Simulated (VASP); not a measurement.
Input of a VASP 6.6.1 run:

Contents of INCAR:

```
PREC = Accurate
ENCUT = 560
EDIFF = 1E-6
ISMEAR = -1
SIGMA = 0.05
LREAL = False
LASPH = True
NELM = 120
ALGO = Normal
ISIF = 2
LWAVE = False
LCHARG = False
GGA = B5
ALDAX = 1.0
AGGAX = 1.0
AGGAC = 1.0
ALDAC = 0.0
NBANDS = 14
GGA_COMPAT = False
```

KPOINTS

```
regular mesh
0
Gamma
  12 12 12
```

Contents of POSCAR:

```
Ir
1.0
    0.0000000000      1.9671366249      1.9671366249
    1.9671366249      0.0000000000      1.9671366249
    1.9671366249      1.9671366249      0.0000000000
Ir
1
Direct
    0.0000000000      0.0000000000      0.0000000000
```

Potentials or basis: VASP PAW PBE potentials, release 64 (Ir_sv_GW).

Launch:

```bash
$ cat potpaw_PBE.64/Ir_sv_GW/POTCAR > POTCAR
$ mpirun -np 1 vasp_std > vasp.out
```

Task: Predict the pressure.

Result: -0.2 GPa.

Task: Predict the band gap on the k mesh.

Result: Zero (an odd number of electrons rules out a gap without spin polarisation).

Caveat: the PAW data sets were made with another functional, which shifts forces and pressure a little; spin-orbit coupling is left out, which moves the levels of the heavy elements.
